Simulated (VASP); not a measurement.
# Ga (P4/mmm) in VASP: a series of runs, part 2 of 2

VASP 6.6.1.

## Step 3: Relaxation of shape and atoms at fixed volume, PBE (volume scaled by 1.03)

Input file INCAR:

```
ALGO     = Fast           # electronic algorithm
EDIFF    = 1E-7           # SCF threshold, eV
EDIFFG   = -0.01          # ionic threshold
ENCUT    = 600            # plane-wave cutoff, eV
GGA      = PE             # functional
IBRION   = 2              # ionic algorithm
ISIF     = 4              # what is computed and relaxed
ISMEAR   = 0              # smearing method
LASPH    = T              # aspherical terms in the spheres
LCHARG   = F              # write CHGCAR
LREAL    = F              # projectors in reciprocal space
LWAVE    = F              # write WAVECAR
NELM     = 60             # most SCF steps
NSW      = 50             # ionic steps
PREC     = Accurate       # precision mode
SIGMA    = 0.1            # smearing width, eV
```

Input file KPOINTS:

```
k-points
0
Gamma
  20 20 20
```

Input file POSCAR:

```
Ga
1.0
    2.7430283397      0.0000000000      0.0000000000
    0.0000000000      2.7430283397      0.0000000000
    0.0000000000      0.0000000000      2.7440893672
Ga
1
Direct
    0.0000000000      0.0000000000      0.0000000000
```

Potentials or basis: VASP PAW PBE potentials, release 64 (Ga_d).

Command:

```console
$ cat potpaw_PBE.64/Ga_d/POTCAR > POTCAR
$ mpirun -np 1 vasp_std > vasp.out
```

OUTCAR:

```text
EDIFF = 1E-7
   EDIFFG = -0.01
   ENCUT = 600
   GGA = PE
   IBRION = 2
   ISIF = 4
   ISMEAR = 0
   LASPH = T
   LREAL = F
   NELM = 60
   NSW = 50
   PREC = Accurate

 ion  position               nearest neighbor table
   1  0.000  0.000  0.000-

  LATTYP: Found a simple tetragonal cell.
 ALAT       =     2.7430283397
 C/A-ratio  =     1.0003868088

  Lattice vectors:

 A1 = (   2.7430283397,   0.0000000000,   0.0000000000)
 A2 = (   0.0000000000,   2.7430283397,   0.0000000000)
 A3 = (   0.0000000000,   0.0000000000,   2.7440893672)

Analysis of symmetry for initial positions (statically):
=====================================================================
 Subroutine PRICEL returns:
 Original cell was already a primitive cell.

 Routine SETGRP: Setting up the symmetry group for a
 simple tetragonal supercell.

 Subroutine GETGRP returns: Found 16 space group operations
 (whereof 16 operations were pure point group operations)
 out of a pool of 16 trial point group operations.

The static configuration has the point symmetry D_4h.

Analysis of symmetry for dynamics (positions and initial velocities):
=====================================================================
 Subroutine PRICEL returns:
 Original cell was already a primitive cell.

 Routine SETGRP: Setting up the symmetry group for a
 simple tetragonal supercell.

 Subroutine GETGRP returns: Found 16 space group operations
 (whereof 16 operations were pure point group operations)
 out of a pool of 16 trial point group operations.

The dynamic configuration has the point symmetry D_4h.

 Subroutine INISYM returns: Found 16 space group operations
 (whereof 16 operations are pure point group operations),
 and found     1 'primitive' translations

----------------------------------------------------------------------------------------
[... 111 lines left out ...]
     AMIX_MAG =   1.60;   BMIX_MAG =  1.00
  volume/ion in A,a.u.               =      20.65       139.33
  Fermi-wavevector in a.u.,A,eV,Ry     =   1.403146  2.651562 26.787422  1.968820
  Thomas-Fermi vector in A             =   2.525837
   LORBIT       =      0    0 simple, 1 ext, 2 COOP (PROOUT), +10 PAW based schemes
   GGA     = PE    functional components
   LHFCALC =     F    Hartree Fock is set to
   AEXX    =    0.0000 exact exchange contribution
   IVDW    =     0    specifies the selected vdW correction
   LEPSILON=     F    determine dielectric tensor
   LRPA    =     F    only Hartree local field effects (RPA)
 conjugate gradient relaxation of ions
 non-spin polarized calculation
 RMM-DIIS sequential band-by-band and
 Gauss-broadening in eV      SIGMA  =   0.10
  energy-cutoff  :      600.00
  volume of cell :       20.65
 maximum number of plane-waves:       739
 NGX is ok and might be reduce to    24
   NGX = 11   NGY = 11   NGZ = 11

 number of electron      13.0000005 magnetization

 Free energy of the ion-electron system (eV)
  ---------------------------------------------------
  ext. energy  EPLUGINS =         0.00000000
  ---------------------------------------------------
  free energy    TOTEN  =        -2.82476770 eV

  energy without entropy =       -2.82191842  energy(sigma->0) =       -2.82334306

 E-fermi :   4.5181     XC(G=0): -10.4935

 val. band max:        4.5140326997   @ k =   0.4000   0.2500   0.5000
 cond. band min:       4.5287740238   @ k =   0.4500   0.2000   0.4000
 fundamental gap:      0.0147413241
 Fermi energy:         4.5180535692

 k-point     1 :       0.0000    0.0000    0.0000
  band No.  band energies     occupation
      1     -10.5612      2.00000
      2     -10.5608      2.00000
      3     -10.0827      2.00000
      4     -10.0827      2.00000
      5     -10.0824      2.00000
      6      -5.8491      2.00000
      7      13.2593      0.00000
      8      13.2743      0.00000
      9      13.2743      0.00000
     10      16.2117      0.00000
[... 287 lines left out ...]
 k-point    24 :       0.2000    0.1000    0.0000
  band No.  band energies     occupation
      1     -10.5264      2.00000
      2     -10.4348      2.00000
      3     -10.1445      2.00000
      4     -10.1271      2.00000
      5     -10.0911      2.00000
      6      -4.8546      2.00000
      7       7.7567      0.00000
      8      11.6624      0.00000
      9      14.2622      0.00000
     10      17.6863      0.00000

 [... further k-points ...]
[... 5 lines left out ...]
  --------------------------------------------------------------------------------------
  -------------------------------------------------------------------------------------
  Total       -0.1439394     -0.1439394     -0.1473120      0.0000000      0.0000000      0.0000000
  in kB      -11.1694381    -11.1694381    -11.4311463      0.0000000      0.0000000      0.0000000
  external PRESSURE =     -11.2566742 kB  Pullay stress =       0.0000000 kB

 VOLUME and BASIS-vectors are now :
 -----------------------------------------------------------------------------
  energy-cutoff  :      600.00
  volume of cell :       20.65
      direct lattice vectors                 reciprocal lattice vectors
     2.743028340  0.000000000  0.000000000     0.364560579  0.000000000  0.000000000
     0.000000000  2.743028340  0.000000000     0.000000000  0.364560579  0.000000000
     0.000000000  0.000000000  2.744089367     0.000000000  0.000000000  0.364419618

 POSITION                                       TOTAL-FORCE (eV/Angst)
 -----------------------------------------------------------------------------------
      0.00000      0.00000      0.00000         0.000000      0.000000      0.000000
 -----------------------------------------------------------------------------------
    total drift:                               -0.000000     -0.000000      0.000000

  FREE ENERGIE OF THE ION-ELECTRON SYSTEM (eV)
  ---------------------------------------------------
  free  energy   TOTEN  =        -2.8247676966 eV

  energy  without entropy=       -2.8219184154  energy(sigma->0) =       -2.82334306

 reached required accuracy - stopping structural energy minimisation
```

OSZICAR:

```text
N       E                     dE             d eps       ncg     rms          rms(c)
DAV:   1     0.388272586862E+02    0.38827E+02   -0.75539E+03 14844   0.235E+03
DAV:   2    -0.133280566223E+01   -0.40160E+02   -0.39324E+02 14826   0.261E+02
DAV:   3    -0.283049706704E+01   -0.14977E+01   -0.14931E+01 17068   0.459E+01
DAV:   4    -0.284451334627E+01   -0.14016E-01   -0.14011E-01 16606   0.470E+00
DAV:   5    -0.284470668924E+01   -0.19334E-03   -0.19333E-03 17316   0.489E-01    0.868E-01
RMM:   6    -0.282680844918E+01    0.17898E-01   -0.37391E-02 15077   0.324E+00    0.437E-01
RMM:   7    -0.282488474043E+01    0.19237E-02   -0.11090E-02 15635   0.136E+00    0.128E-01
RMM:   8    -0.282474189833E+01    0.14284E-03   -0.10164E-03 15135   0.451E-01    0.203E-02
RMM:   9    -0.282476532075E+01   -0.23422E-04   -0.14179E-04 15578   0.187E-01    0.729E-03
RMM:  10    -0.282476766590E+01   -0.23452E-05   -0.30513E-05 18511   0.725E-02    0.623E-04
RMM:  11    -0.282476776640E+01   -0.10050E-06   -0.39819E-06 16608   0.216E-02    0.459E-04
RMM:  12    -0.282476769665E+01    0.69751E-07   -0.47769E-07 12414   0.902E-03
   1 F= -.28247677E+01 E0= -.28233431E+01  d E =-.282477E+01
```

CONTCAR:

```text
Ga
   1.00000000000000
     2.7430283396999999    0.0000000000000000    0.0000000000000000
     0.0000000000000000    2.7430283396999999    0.0000000000000000
     0.0000000000000000    0.0000000000000000    2.7440893672000000
  Ga
     1
Direct
     0.0000000000000000    0.0000000000000000    0.0000000000000000

  0.00000000E+00  0.00000000E+00  0.00000000E+00
```

It took 87 s on 1 thread of Intel Xeon Platinum 8259CL at 2.50GHz (Skylake/Cascade Lake), shared host; peak memory 0.3 GiB.

What came out:

```yaml
Free_energy: -2.8248 eV
Pressure_after_relaxing: -1.1 GPa
```

Final structure:
```cif
data_structure
_symmetry_space_group_name_H-M 'P 1'
_symmetry_Int_Tables_number 1
_cell_length_a 2.7430
_cell_length_b 2.7430
_cell_length_c 2.7441
_cell_angle_alpha 90.000
_cell_angle_beta 90.000
_cell_angle_gamma 90.000
_cell_volume 20.65
loop_
_atom_site_label
_atom_site_type_symbol
_atom_site_fract_x
_atom_site_fract_y
_atom_site_fract_z
_atom_site_occupancy
Ga1 Ga 0.00000 0.00000 0.00000 1
```

Levels at points of the mesh, in eV from the Fermi level:
| k point | band 3 | band 4 | band 5 | band 6 | band 7 | band 8 | band 9 | band 10 |
| --- | --- | --- | --- | --- | --- | --- | --- | --- |
| (0.00, 0.00, 0.00) | -14.60 | -14.60 | -14.60 | -10.37 | 8.74 | 8.76 | 8.76 | 11.69 |
| (0.50, 0.00, 0.00) | -14.73 | -14.73 | -14.59 | -6.16 | -3.96 | 12.04 | 12.06 | 15.31 |
| (0.50, 0.50, 0.00) | -14.71 | -14.71 | -14.47 | -1.77 | -0.62 | -0.62 | 4.22 | 15.39 |
| (0.00, 0.00, 0.50) | -14.73 | -14.73 | -14.59 | -6.16 | -3.96 | 12.05 | 12.05 | 15.30 |
| (0.50, 0.00, 0.50) | -14.71 | -14.71 | -14.47 | -1.77 | -0.63 | -0.62 | 4.22 | 15.43 |
| (0.50, 0.50, 0.50) | -14.91 | -14.47 | -14.47 | 2.56 | 2.56 | 2.57 | 3.41 | 8.11 |

Caveat: the relaxation stopped at its first step, so nothing moved.

## Step 4: Relaxation of shape and atoms at fixed volume, PBE (volume scaled by 1.06)

Input file INCAR:

```
SYSTEM = Ga
PREC = Accurate
ENCUT = 600
EDIFF = 1E-6
ISMEAR = 0
SIGMA = 0.1
LREAL = .False.
LASPH = .True.
NELM = 60
ALGO = Fast
ISIF = 4
LWAVE = .False.
LCHARG = .False.
GGA = PE
IBRION = 2
NSW = 50
EDIFFG = -0.01
```

Input file KPOINTS:

```
regular mesh
0
Gamma
  20 20 20
  0 0 0
```

Input file POSCAR:

```
Ga
1.0
    2.7694052303      0.0000000000      0.0000000000
    0.0000000000      2.7694052303      0.0000000000
    0.0000000000      0.0000000000      2.7704764606
Ga
1
Direct
    0.0000000000      0.0000000000      0.0000000000
```

Command:

```console
$ cat potpaw_PBE.64/Ga_d/POTCAR > POTCAR
$ mpirun -np 1 vasp_std > vasp.out
```

Wall time 69 s (1 thread of Intel Xeon Platinum 8259CL at 2.50GHz (Skylake/Cascade Lake), shared host); peak memory 0.3 GiB.

The run converged. Its results:

- Free energy: -2.8186 eV
- Pressure after relaxing: -2.1 GPa

Final structure:
```cif
data_structure
_symmetry_space_group_name_H-M 'P 1'
_symmetry_Int_Tables_number 1
_cell_length_a 2.7694
_cell_length_b 2.7694
_cell_length_c 2.7705
_cell_angle_alpha 90.000
_cell_angle_beta 90.000
_cell_angle_gamma 90.000
_cell_volume 21.25
loop_
_atom_site_label
_atom_site_type_symbol
_atom_site_fract_x
_atom_site_fract_y
_atom_site_fract_z
_atom_site_occupancy
Ga1 Ga 0.00000 0.00000 0.00000 1
```

Levels at points of the mesh, in eV from the Fermi level:
| k point | band 5 | band 6 | band 7 | band 8 | band 9 | band 10 |
| --- | --- | --- | --- | --- | --- | --- |
| (0.00, 0.00, 0.00) | -14.61 | -10.19 | 8.54 | 8.56 | 8.56 | 11.51 |
| (0.50, 0.00, 0.00) | -14.60 | -6.12 | -3.84 | 11.72 | 11.74 | 15.02 |
| (0.50, 0.50, 0.00) | -14.49 | -1.89 | -0.59 | -0.59 | 4.21 | 14.94 |
| (0.00, 0.00, 0.50) | -14.60 | -6.13 | -3.84 | 11.73 | 11.74 | 15.02 |
| (0.50, 0.00, 0.50) | -14.49 | -1.89 | -0.60 | -0.59 | 4.21 | 14.94 |
| (0.50, 0.50, 0.50) | -14.48 | 2.49 | 2.49 | 2.50 | 3.08 | 8.01 |

Caveat: the relaxation stopped at its first step, so nothing moved.

## Step 5: Summary

```csv
cell,gap on the mesh (eV),pressure (GPa)
"relaxed from a = 2.689, b = 2.689, c = 2.690 Å, 1 atom",none,1.6
"relaxed from a = 2.743, b = 2.743, c = 2.744 Å, 1 atom",none,-1.1
"relaxed from a = 2.769, b = 2.769, c = 2.770 Å, 1 atom",none,-2.1
```

Alike in all rows: task relaxation of shape and atoms at fixed volume; level PBE; potentials or basis VASP PAW PBE potentials, release 64 (Ga_d); no spin polarisation; k mesh 20 × 20 × 20; cutoff (eV) 600; smearing gaussian 0.1 eV.

Caveats: the relaxation stopped at its first step, so nothing moved.

Absolute energies hang on the potentials; compare differences alone.
